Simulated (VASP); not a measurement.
# Ta (P6_3/mmc) in VASP: a series of runs

The runs below take Ta through single point, with LDA.

All numbers are computed with VASP 6.6.1; they aren't measurements. Logs are shortened: lines on timing, memory, paths and dates and some standing lists are left out, and cuts for length are marked.

## 1. The cell of the first run

Symmetry: P6_3/mmc, No. 194, hexagonal system. Conventional cell: a = 2.755 Å, b = 2.755 Å, c = 5.166 Å, α = 90.00°, β = 90.00°, γ = 120.00°. Ta (site symmetry -6m2) has 12 Ta at 2.76 to 3.03 Å within 3.6 Å.

This isn't the form of Ta at room conditions, which is bcc.

## 2. Single point, LDA

File INCAR:

```
SYSTEM = Ta
  ALGO = Normal
  EDIFF = 1E-6
  ENCUT = 500
  GGA_COMPAT = .FALSE.
  ISIF = 2
  ISMEAR = 1
  LASPH = .TRUE.
  LCHARG = .FALSE.
  LREAL = .FALSE.
  LWAVE = .FALSE.
  NBANDS = 18
  NELM = 120
  PREC = Accurate
  SIGMA = 0.1
```

File KPOINTS:

```
k-points
0
G
  14 14 7
  0 0 0
```

File POSCAR:

```
Ta
1.0
    2.7553534000      0.0000000000      0.0000000000
   -1.3776767000      2.3862062000      0.0000000000
    0.0000000000      0.0000000000      5.1662740000
Ta
2
Direct
    0.6666666667      0.3333333333      0.7500000000
    0.3333333333      0.6666666667      0.2500000000
```

Potentials or basis: VASP PAW LDA potentials, release 64 (Ta_pv).

Run with:

```console
$ cat potpaw_LDA.64/Ta_pv/POTCAR > POTCAR
$ mpirun -np 1 vasp_std > vasp.out
```

OUTCAR:

```text
SYSTEM = Ta
   EDIFF = 1E-6
   ENCUT = 500
   ISIF = 2
   ISMEAR = 1
   LASPH = .TRUE.
   LREAL = .FALSE.
   NELM = 120
   PREC = Accurate

 ion  position               nearest neighbor table
   1  0.667  0.333  0.750-   2 3.03   2 3.03   2 3.03   2 3.03   2 3.03   2 3.03
   2  0.333  0.667  0.250-   1 3.03   1 3.03   1 3.03   1 3.03   1 3.03   1 3.03

  LATTYP: Found a hexagonal cell.
 ALAT       =     2.7553534000
 C/A-ratio  =     1.8749950551

  Lattice vectors:

 A1 = (   2.7553534000,   0.0000000000,   0.0000000000)
 A2 = (  -1.3776767000,   2.3862062000,   0.0000000000)
 A3 = (   0.0000000000,   0.0000000000,   5.1662740000)

Analysis of symmetry for initial positions (statically):
=====================================================================
 Subroutine PRICEL returns:
 Original cell was already a primitive cell.

 Routine SETGRP: Setting up the symmetry group for a
 hexagonal supercell.

 Subroutine GETGRP returns: Found 24 space group operations
 (whereof 12 operations were pure point group operations)
 out of a pool of 24 trial point group operations.

The static configuration has the point symmetry D_3d.
 The point group associated with its full space group is D_6h.

Analysis of symmetry for dynamics (positions and initial velocities):
=====================================================================
 Subroutine PRICEL returns:
 Original cell was already a primitive cell.

 Routine SETGRP: Setting up the symmetry group for a
 hexagonal supercell.

 Subroutine GETGRP returns: Found 24 space group operations
 (whereof 12 operations were pure point group operations)
 out of a pool of 24 trial point group operations.

The dynamic configuration has the point symmetry D_3d.
 The point group associated with its full space group is D_6h.

 Subroutine INISYM returns: Found 24 space group operations
 (whereof 12 operations are pure point group operations),
 and found     1 'primitive' translations

----------------------------------------------------------------------------------------

                                     Primitive cell

  volume of cell :      33.9674

  direct lattice vectors                    reciprocal lattice vectors
     2.755353400  0.000000000  0.000000000     0.362929851  0.209537633  0.000000000
    -1.377676700  2.386206200  0.000000000     0.000000000  0.419075267  0.000000000
     0.000000000  0.000000000  5.166274000     0.000000000  0.000000000  0.193563098

[... 82 lines left out ...]
   NELM   =    120;   NELMIN=  2; NELMDL= -5     # of ELM steps
   EDIFF  = 0.1E-05   stopping-criterion for ELM
   LREAL  =      F    real-space projection
   EDIFFG = 0.1E-04   stopping-criterion for IOM
   NSW    =      0    number of steps for IOM
   IBRION =     -1    ionic relax: 0-MD 1-quasi-New 2-CG
   NFREE  =      0    steps in history (QN), initial steepest desc. (CG)
   ISIF   =      2    stress and relaxation
   ISYM   =      2    0-nonsym 1-usesym 2-fastsym
   POTIM  = 0.5000    time-step for ionic-motion
   TEBEG  =    0.0;   TEEND  =   0.0 temperature during run
   PSTRESS=    0.0 pullay stress
   NELECT =      22.0000    total number of electrons
   NUPDOWN=      -1.0000    fix difference up-down
   EMIN   =  10.00;   EMAX   =-10.00  energy-range for DOS
   EFERMI =   0.00;   METHOD = LEGACY
   ISMEAR =     1;   SIGMA  =   0.10  broadening in eV -4-tet -1-fermi 0-gaus
   EFERMI_NEDOS =   21; number of points for ismear=-14 and -15
   IALGO  =     38    algorithm
   IMIX   =      4    mixing-type and parameters
     AMIX     =   0.40;   BMIX     =  1.00
     AMIX_MAG =   1.60;   BMIX_MAG =  1.00
  volume/ion in A,a.u.               =      16.98       114.61
  Fermi-wavevector in a.u.,A,eV,Ry     =   1.416429  2.676663 27.296977  2.006271
  Thomas-Fermi vector in A             =   2.537764
   LORBIT       =      0    0 simple, 1 ext, 2 COOP (PROOUT), +10 PAW based schemes
   GGA     = CA    functional components
   LHFCALC =     F    Hartree Fock is set to
   AEXX    =    0.0000 exact exchange contribution
   IVDW    =     0    specifies the selected vdW correction
   LEPSILON=     F    determine dielectric tensor
   LRPA    =     F    only Hartree local field effects (RPA)
 non-spin polarized calculation
 Methfessel and Paxton  Order N= 1 SIGMA  =   0.10
  energy-cutoff  :      500.00
  volume of cell :       33.97
 maximum number of plane-waves:       878
 NGX is ok and might be reduce to    20
   NGX =  9   NGY =  9   NGZ = 19

 number of electron      22.0000007 magnetization

 Free energy of the ion-electron system (eV)
  ---------------------------------------------------
  ext. energy  EPLUGINS =         0.00000000
  ---------------------------------------------------
  free energy    TOTEN  =       -24.94126113 eV

  energy without entropy =      -24.94041159  energy(sigma->0) =      -24.94097795

 E-fermi :   6.3130     XC(G=0): -13.0718

 val. band max:        6.3041805963   @ k =   0.3571   0.2143   0.4286
 cond. band min:       6.3156863182   @ k =   0.2857   0.0714   0.2857
 fundamental gap:      0.0115057219
 Fermi energy:         6.3130458983

 k-point     1 :       0.0000    0.0000    0.0000
  band No.  band energies     occupation
      1     -28.0212      2.00000
      2     -27.0051      2.00000
      3     -26.6426      2.00000
      4     -26.6426      2.00000
      5     -26.5582      2.00000
      6     -26.5582      2.00000
[... 481 lines left out ...]
      5     -27.2644      2.00000
      6     -27.1837      2.00000
[... 10 lines left out ...]
     17      15.1162      0.00000
     18      15.3299      0.00000

 [... further k-points ...]

------------------------ aborting loop because EDIFF is reached ----------------------------------------

  FORCE on cell =-STRESS in cart. coord.  units (eV):
  Direction    XX          YY          ZZ          XY          YZ          ZX
  --------------------------------------------------------------------------------------
  -------------------------------------------------------------------------------------
  Total        3.3770522      3.3770526      0.1896490      0.0000000      0.0000000      0.0000000
  in kB      159.2889470    159.2889682      8.9453716      0.0000000      0.0000000      0.0000000
  external PRESSURE =     109.1744289 kB  Pullay stress =       0.0000000 kB

 VOLUME and BASIS-vectors are now :
 -----------------------------------------------------------------------------
  energy-cutoff  :      500.00
  volume of cell :       33.97
      direct lattice vectors                 reciprocal lattice vectors
     2.755353400  0.000000000  0.000000000     0.362929851  0.209537633  0.000000000
    -1.377676700  2.386206200  0.000000000     0.000000000  0.419075267  0.000000000
     0.000000000  0.000000000  5.166274000     0.000000000  0.000000000  0.193563098

 POSITION                                       TOTAL-FORCE (eV/Angst)
 -----------------------------------------------------------------------------------
      1.37768      0.79540      3.87471        -0.000000      0.000000      0.000000
     -0.00000      1.59080      1.29157         0.000000     -0.000000      0.000000
 -----------------------------------------------------------------------------------
    total drift:                               -0.000000      0.000000     -0.000000

  FREE ENERGIE OF THE ION-ELECTRON SYSTEM (eV)
  ---------------------------------------------------
  free  energy   TOTEN  =       -24.9412611285 eV

  energy  without entropy=      -24.9404115933  energy(sigma->0) =      -24.94097795
```

OSZICAR:

```text
N       E                     dE             d eps       ncg     rms          rms(c)
DAV:   1     0.167137084748E+03    0.16714E+03   -0.12564E+04  3456   0.124E+03
DAV:   2    -0.216033599345E+02   -0.18874E+03   -0.18542E+03  4222   0.354E+02
DAV:   3    -0.257674170398E+02   -0.41641E+01   -0.41146E+01  4084   0.500E+01
DAV:   4    -0.257947596881E+02   -0.27343E-01   -0.27318E-01  3936   0.426E+00
DAV:   5    -0.257949645210E+02   -0.20483E-03   -0.20482E-03  3902   0.343E-01    0.212E+01
DAV:   6    -0.251599281067E+02    0.63504E+00   -0.57291E-01  3818   0.664E+00    0.106E+01
DAV:   7    -0.249449126273E+02    0.21502E+00   -0.52317E-01  3922   0.600E+00    0.463E-01
DAV:   8    -0.249412830584E+02    0.36296E-02   -0.96863E-03  3884   0.930E-01    0.141E-01
DAV:   9    -0.249412635201E+02    0.19538E-04   -0.16074E-04  4130   0.938E-02    0.719E-02
DAV:  10    -0.249412622878E+02    0.12324E-05   -0.23062E-05  4278   0.303E-02    0.649E-03
DAV:  11    -0.249412611148E+02    0.11730E-05   -0.34671E-06  3598   0.131E-02    0.600E-03
DAV:  12    -0.249412611285E+02   -0.13748E-07   -0.82532E-08  1816   0.253E-03
   1 F= -.24941261E+02 E0= -.24940978E+02  d E =-.849535E-03
```

stdout:

```text
POSCAR found type information on POSCAR Ta
 POSCAR found :  1 types and       2 ions
 scaLAPACK will be used
 LDA part: xc-table for (Slater(with rela. corr.)+CA(PZ))
 , standard interpolation
 POSCAR, INCAR and KPOINTS ok, starting setup
 FFT: planning ... GRIDC
 FFT: planning ... GRID_SOFT
 FFT: planning ... GRID
 WAVECAR not read
 entering main loop
```

Wall time 62 s (1 thread of Intel Xeon 8259CL, shared host); peak memory 0.16 GiB.

What came out:

```yaml
Free_energy: -24.9413 eV
Pressure: 10.9 GPa
Band_gap_on_the_k_mesh: zero (bands 11 and 12 overlap by 2.33 eV)
```

Stress tensor (GPa, compression positive):
```
15.93  0.00  0.00
 0.00 15.93  0.00
 0.00  0.00  0.89
```

Caveat: the cell stands under pressure; spin-orbit coupling is left out, which moves the levels of the heavy elements.

## 3. Single point, LDA

This run uses another cell than the first one, of 17.89 Å³/atom.

File INCAR:

```
SYSTEM = Ta
PREC = Accurate
ENCUT = 500
EDIFF = 1E-6
ISMEAR = 1
SIGMA = 0.1
LREAL = .FALSE.
LASPH = .TRUE.
NELM = 120
ALGO = Normal
ISIF = 2
LWAVE = .FALSE.
LCHARG = .FALSE.
NBANDS = 18
GGA_COMPAT = .FALSE.
```

File KPOINTS:

```
Automatic mesh
0
G
  14 14 7
  0 0 0
```

File POSCAR:

```
Ta
1.0
    2.8278627000      0.0000000000      0.0000000000
   -1.4139313500      2.4490011000      0.0000000000
    0.0000000000      0.0000000000      5.1662740000
Ta
2
Direct
    0.6666666667      0.3333333333      0.7500000000
    0.3333333333      0.6666666667      0.2500000000
```

Potentials or basis: VASP PAW LDA potentials, release 64 (Ta_pv).

Run with:

```console
$ cat potpaw_LDA.64/Ta_pv/POTCAR > POTCAR
$ mpirun -np 1 vasp_std > vasp.out
```

OUTCAR:

```text
SYSTEM = Ta
   PREC = Accurate
   ENCUT = 500
   EDIFF = 1E-6
   ISMEAR = 1
   LREAL = .FALSE.
   LASPH = .TRUE.
   NELM = 120
   ISIF = 2

 ion  position               nearest neighbor table
   1  0.667  0.333  0.750-   2 3.06   2 3.06   2 3.06   2 3.06   2 3.06   2 3.06
   2  0.333  0.667  0.250-   1 3.06   1 3.06   1 3.06   1 3.06   1 3.06   1 3.06

  LATTYP: Found a hexagonal cell.
 ALAT       =     2.8278627000
 C/A-ratio  =     1.8269182588

  Lattice vectors:

 A1 = (   2.8278627000,   0.0000000000,   0.0000000000)
 A2 = (  -1.4139313500,   2.4490011000,   0.0000000000)
 A3 = (   0.0000000000,   0.0000000000,   5.1662740000)

Analysis of symmetry for initial positions (statically):
=====================================================================
 Subroutine PRICEL returns:
 Original cell was already a primitive cell.

 Routine SETGRP: Setting up the symmetry group for a
 hexagonal supercell.

 Subroutine GETGRP returns: Found 24 space group operations
 (whereof 12 operations were pure point group operations)
 out of a pool of 24 trial point group operations.

The static configuration has the point symmetry D_3d.
 The point group associated with its full space group is D_6h.

Analysis of symmetry for dynamics (positions and initial velocities):
=====================================================================
 Subroutine PRICEL returns:
 Original cell was already a primitive cell.

 Routine SETGRP: Setting up the symmetry group for a
 hexagonal supercell.

 Subroutine GETGRP returns: Found 24 space group operations
 (whereof 12 operations were pure point group operations)
 out of a pool of 24 trial point group operations.

The dynamic configuration has the point symmetry D_3d.
 The point group associated with its full space group is D_6h.

 Subroutine INISYM returns: Found 24 space group operations
 (whereof 12 operations are pure point group operations),
 and found     1 'primitive' translations

----------------------------------------------------------------------------------------

                                     Primitive cell
[... 113 lines left out ...]
  Fermi-wavevector in a.u.,A,eV,Ry     =   1.392112  2.630710 26.367758  1.937976
  Thomas-Fermi vector in A             =   2.515886
   LORBIT       =      0    0 simple, 1 ext, 2 COOP (PROOUT), +10 PAW based schemes
   GGA     = CA    functional components
   LHFCALC =     F    Hartree Fock is set to
   AEXX    =    0.0000 exact exchange contribution
   IVDW    =     0    specifies the selected vdW correction
   LEPSILON=     F    determine dielectric tensor
   LRPA    =     F    only Hartree local field effects (RPA)
 non-spin polarized calculation
 Methfessel and Paxton  Order N= 1 SIGMA  =   0.10
  energy-cutoff  :      500.00
  volume of cell :       35.78
 maximum number of plane-waves:       923
 NGX is ok and might be reduce to    24
   NGX = 11   NGY = 11   NGZ = 19

 number of electron      22.0000005 magnetization

 Free energy of the ion-electron system (eV)
  ---------------------------------------------------
  ext. energy  EPLUGINS =         0.00000000
  ---------------------------------------------------
  free energy    TOTEN  =       -25.03181972 eV

  energy without entropy =      -25.03250108  energy(sigma->0) =      -25.03204684

 E-fermi :   5.8452     XC(G=0): -12.8128

 val. band max:        5.8399841499   @ k =   0.2857   0.2143   0.1429
 cond. band min:       5.8491593541   @ k =   0.1429   0.1429   0.1429
 fundamental gap:      0.0091752042
 Fermi energy:         5.8451649326

 k-point     1 :       0.0000    0.0000    0.0000
  band No.  band energies     occupation
      1     -28.4904      2.00000
      2     -27.5740      2.00000
      3     -27.3437      2.00000
      4     -27.3437      2.00000
      5     -27.2596      2.00000
      6     -27.2596      2.00000
[... 481 lines left out ...]
      5     -27.8484      2.00000
      6     -27.7753      2.00000
[... 10 lines left out ...]
     17      13.8811      0.00000
     18      14.0739      0.00000

 [... further k-points ...]

------------------------ aborting loop because EDIFF is reached ----------------------------------------

  FORCE on cell =-STRESS in cart. coord.  units (eV):
  Direction    XX          YY          ZZ          XY          YZ          ZX
  --------------------------------------------------------------------------------------
  -------------------------------------------------------------------------------------
  Total        0.1090899      0.1090899     -1.1025087     -0.0000000      0.0000000     -0.0000000
  in kB        4.8850634      4.8850641    -49.3705391     -0.0000000      0.0000000     -0.0000000
  external PRESSURE =     -13.2001372 kB  Pullay stress =       0.0000000 kB

 VOLUME and BASIS-vectors are now :
 -----------------------------------------------------------------------------
  energy-cutoff  :      500.00
  volume of cell :       35.78
      direct lattice vectors                 reciprocal lattice vectors
     2.827862700  0.000000000  0.000000000     0.353623958  0.204164874  0.000000000
    -1.413931350  2.449001100  0.000000000     0.000000000  0.408329747  0.000000000
     0.000000000  0.000000000  5.166274000     0.000000000  0.000000000  0.193563098

 POSITION                                       TOTAL-FORCE (eV/Angst)
 -----------------------------------------------------------------------------------
      1.41393      0.81633      3.87471         0.000000      0.000000      0.000000
     -0.00000      1.63267      1.29157        -0.000000     -0.000000      0.000000
 -----------------------------------------------------------------------------------
    total drift:                               -0.000000      0.000000     -0.000000

  FREE ENERGIE OF THE ION-ELECTRON SYSTEM (eV)
  ---------------------------------------------------
  free  energy   TOTEN  =       -25.0318197173 eV

  energy  without entropy=      -25.0325010830  energy(sigma->0) =      -25.03204684
```

OSZICAR:

```text
N       E                     dE             d eps       ncg     rms          rms(c)
DAV:   1     0.165068674589E+03    0.16507E+03   -0.12712E+04  3464   0.124E+03
DAV:   2    -0.219656442407E+02   -0.18703E+03   -0.18403E+03  4298   0.350E+02
DAV:   3    -0.259406563221E+02   -0.39750E+01   -0.39262E+01  4088   0.484E+01
DAV:   4    -0.259684878896E+02   -0.27832E-01   -0.27792E-01  3990   0.425E+00
DAV:   5    -0.259686886461E+02   -0.20076E-03   -0.20074E-03  3888   0.342E-01    0.192E+01
DAV:   6    -0.252624828448E+02    0.70621E+00   -0.69730E-01  3844   0.713E+00    0.932E+00
DAV:   7    -0.250360400240E+02    0.22644E+00   -0.58412E-01  3936   0.615E+00    0.462E-01
DAV:   8    -0.250318525114E+02    0.41875E-02   -0.90581E-03  3914   0.885E-01    0.122E-01
DAV:   9    -0.250318225633E+02    0.29948E-04   -0.17647E-04  4096   0.970E-02    0.630E-02
DAV:  10    -0.250318206591E+02    0.19042E-05   -0.23820E-05  4216   0.310E-02    0.552E-03
DAV:  11    -0.250318197173E+02    0.94184E-06   -0.28689E-06  3292   0.119E-02
   1 F= -.25031820E+02 E0= -.25032047E+02  d E =0.681366E-03
```

stdout:

```text
POSCAR found type information on POSCAR Ta
 POSCAR found :  1 types and       2 ions
 scaLAPACK will be used
 LDA part: xc-table for (Slater(with rela. corr.)+CA(PZ))
 , standard interpolation
 POSCAR, INCAR and KPOINTS ok, starting setup
 FFT: planning ... GRIDC
 FFT: planning ... GRID_SOFT
 FFT: planning ... GRID
 WAVECAR not read
 entering main loop
```

Run time: 58 s. Hardware: 1 thread of Intel Xeon 8259CL, shared host; peak memory 0.18 GiB.

Results:

```
Free energy            : -25.0318 eV
Pressure               : -1.3 GPa
Band gap on the k mesh : zero (bands 11 and 12 overlap by 2.01 eV)
```

Caveat: spin-orbit coupling is left out, which moves the levels of the heavy elements.

## 4. Single point, LDA

This run uses another cell than the first one, of 18.82 Å³/atom.

File INCAR:

```
SYSTEM = Ta
  ALGO = Normal
  EDIFF = 1E-6
  ENCUT = 500
  GGA_COMPAT = .FALSE.
  ISIF = 2
  ISMEAR = 1
  LASPH = .TRUE.
  LCHARG = .TRUE.
  LELF = .TRUE.
  LREAL = .FALSE.
  LVHAR = .TRUE.
  LWAVE = .FALSE.
  NBANDS = 18
  NELM = 120
  PREC = Accurate
  SIGMA = 0.1
```

File KPOINTS:

```
k-points
0
G
  14 14 7
  0 0 0
```

File POSCAR:

```
Ta
1.0
    2.9003720000      0.0000000000      0.0000000000
   -1.4501860000      2.5117960000      0.0000000000
    0.0000000000      0.0000000000      5.1662740000
Ta
2
Direct
    0.6666666667      0.3333333333      0.7500000000
    0.3333333333      0.6666666667      0.2500000000
```

Run with:

```console
$ cat potpaw_LDA.64/Ta_pv/POTCAR > POTCAR
$ mpirun -np 1 vasp_std > vasp.out
```

Wall time 85 s (1 thread of Intel Xeon 8259CL, shared host); peak memory 0.18 GiB.

Results (log left out):

```yaml
Free_energy: -24.9660 eV
Pressure: -11.1 GPa
Band_gap_on_the_k_mesh: zero (bands 11 and 12 overlap by 1.80 eV)
```

Stress tensor (GPa, compression positive):
```
-11.37   0.00   0.00
  0.00 -11.37   0.00
  0.00   0.00 -10.45
```

Levels at points of the mesh, in eV from the Fermi level:
| k point | band 9 | band 10 | band 11 | band 12 | band 13 | band 14 |
| --- | --- | --- | --- | --- | --- | --- |
| (0.00, 0.00, 0.00) | -0.56 | 0.07 | 0.59 | 0.59 | 1.15 | 1.15 |
| (0.50, 0.00, 0.00) | -3.28 | -0.34 | -0.33 | 0.52 | 0.83 | 5.46 |

Caveat: the cell stands under tension; spin-orbit coupling is left out, which moves the levels of the heavy elements.

(Continued in part 2 of 2.)
